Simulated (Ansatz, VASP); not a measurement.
**SnO in VASP and in Ansatz**

```
Sn O
1.0
     3.82016    0.00000    0.00000
     0.00000    3.82016    0.00000
     0.00000    0.00000   22.22608
Sn O
4 4
Cartesian
  2.8651 0.9550 4.5000
  0.9550 2.8651 6.8630
  1.9101 3.8202 10.8630
  0.0000 5.7302 13.2261
  0.9550 0.9550 5.6815
  2.8651 2.8651 5.6815
  0.0000 3.8202 12.0446
  1.9101 5.7302 12.0446
```

Alike in both runs: task single point; functional PBE; dispersion D3(BJ); k mesh 7 × 7 × 1; occupations gaussian, width 0.05 eV; no spin polarisation.

|  | VASP | Ansatz |
| --- | --- | --- |
| version | VASP 6.6.1 | Ansatz 0.2.0 |
| potentials or method | VASP PAW PBE potentials, release 64 (Sn_d, O), cutoff 520 eV | scalar-relativistic, plane waves, PAW |
| valence electrons in the cell | 80 | 80 |

|  | VASP | Ansatz | Ansatz less VASP |
| --- | --- | --- | --- |
| gap on the k mesh at the Fermi level (eV) | 2.46 | 2.47 | +0.009 |
| least direct gap on the mesh (eV) | 2.52 | 2.57 | +0.043 |
| rms of the force components (eV/Å) | 0.041 | 0.020 | -0.0217 |
